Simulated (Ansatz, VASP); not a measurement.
## MnSb: VASP beside Ansatz

```xyz
4
Lattice="4.1500 0.0000 0.0000 -2.0750 3.5940 0.0000 0.0000 0.0000 5.7800" Properties=species:S:1:pos:R:3 pbc="T T T"
Sb    2.0750    1.1980    4.3350
Sb    0.0000    2.3960    1.4450
Mn    0.0000    0.0000    2.8900
Mn    0.0000    0.0000    0.0000
```

Alike in both runs: functional LDA; k mesh 7 × 7 × 5; occupations fermi-dirac, width 0.05 eV; collinear spin; Hubbard terms Mn d U = 6.0 eV.

|  | VASP | Ansatz |
| --- | --- | --- |
| version | VASP 6.6.1 | Ansatz 0.2.0 |
| potentials or method | VASP PAW LDA potentials, release 64 (Sb, Mn_pv) | Ansatz PAW |
| plane-wave cutoff (eV) | 520 | 420 |
| valence electrons in the cell | 36 | 60 |
| task | single point | band structure |

|  | VASP | Ansatz | Ansatz less VASP |
| --- | --- | --- | --- |
| gap on the k mesh at the Fermi level (eV) | none | none | - |
| pressure (GPa) | 3.9 | 4.8 | +0.89 |
| traceless stress, the component that is largest in VASP (GPa) | 1.71 | 1.50 | -0.206 |
| net moment per atom (μB) | 2.05 | 2.06 | +0.004 |
| size of the moment on the site where the two differ most (μB) | 4.30 | 4.29 | -0.010 |

LDA's correlation is that of Perdew and Zunger in VASP and of Perdew and Wang (1992) in Ansatz. Site moments also hang on the region over which each program counts them. The programs project onto different local orbitals, so the same U acts differently, and such runs can settle in different states. A gap of «none» marks a metal or a gap that the smearing closes. VASP's potentials hold 36 valence electrons a cell and Ansatz's 60, so a difference there can come from the potentials and not from the codes.

Neither program's run includes spin-orbit coupling. Noted on Ansatz's run: the magnetic or orbital state may not be the lowest.
